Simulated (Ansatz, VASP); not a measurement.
Two plane-wave programs on TeW

```
CELL_PARAMETERS angstrom
0.00000 2.80477 2.80477
2.80477 0.00000 2.80477
2.80477 2.80477 0.00000
ATOMIC_POSITIONS crystal
Te 0.00000 0.00000 0.00000
W 0.50000 0.50000 0.50000
```

Change from the starting cell: species swapped into the CdO type (Fm-3m, No. 225).

Alike in both runs: functional PBE; k mesh 6 × 6 × 6; occupations gaussian, width 0.2 eV; no spin polarisation.

Ansatz relaxed the structure, and its values are those at the end. VASP's run is a single point on that final structure, the one shown.

```csv
,VASP,Ansatz
version,VASP 6.6.1,Ansatz 0.2.0
potentials or method,"VASP PAW PBE potentials, release 64 (Te, W_sv), cutoff 500 eV","scalar-relativistic, plane waves, PAW"
valence electrons in the cell,20,30
```

```tsv
	VASP	Ansatz	Ansatz less VASP
gap on the k mesh at the Fermi level (eV)	none	none	-
pressure (GPa)	-0.8	-0.8	+0.02
```

A gap of «none» marks a metal or a gap that the smearing closes. The functional is the same, so the differences come from potentials, cutoffs and numerics. VASP's potentials hold 20 valence electrons a cell and Ansatz's 30, so a difference there can come from the potentials and not from the codes.

Spin-orbit coupling is off throughout.
